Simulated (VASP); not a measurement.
C, 2 atoms in the cell. The structure is cubic, space group Fd-3m (No. 227). The conventional cell has a = 3.590 Å, b = 3.590 Å, c = 3.590 Å, α = 90.00°, β = 90.00°, γ = 90.00°. Within 2.1 Å of C (site symmetry -43m) lie 4 C at 1.55 Å.  This cell differs from its parent crystal: volume scaled by 1.02.

```yaml
Program: VASP 6.6.1
Task: single point
Functional: PBEsol
Potentials_or_basis: VASP PAW PBE potentials, release 64 (C)
Cutoff: 520 eV
k_mesh: 13 × 13 × 13
Occupations: fermi-dirac, width 0.05 eV
Spin: no spin polarisation
Dipole_correction: no
Further_INCAR_settings: ALGO = Normal; EDIFF = 1e-06; NBANDS = 11
```

Potentials or basis: VASP PAW PBE potentials, release 64 (C).

Launch:

```sh
$ cat potpaw_PBE.64/C/POTCAR > POTCAR
$ mpirun -np 1 vasp_std > vasp.out
```

Hardware: 1 thread of AMD EPYC 7R13, on a shared host.

**Question.** Estimate the wall time of this run.

**Answer.** Wall time 26 s on 1 thread of AMD EPYC 7R13, with other jobs on the host, peak memory 0.09 GiB. Counts: scf iterations 11, k points 84.
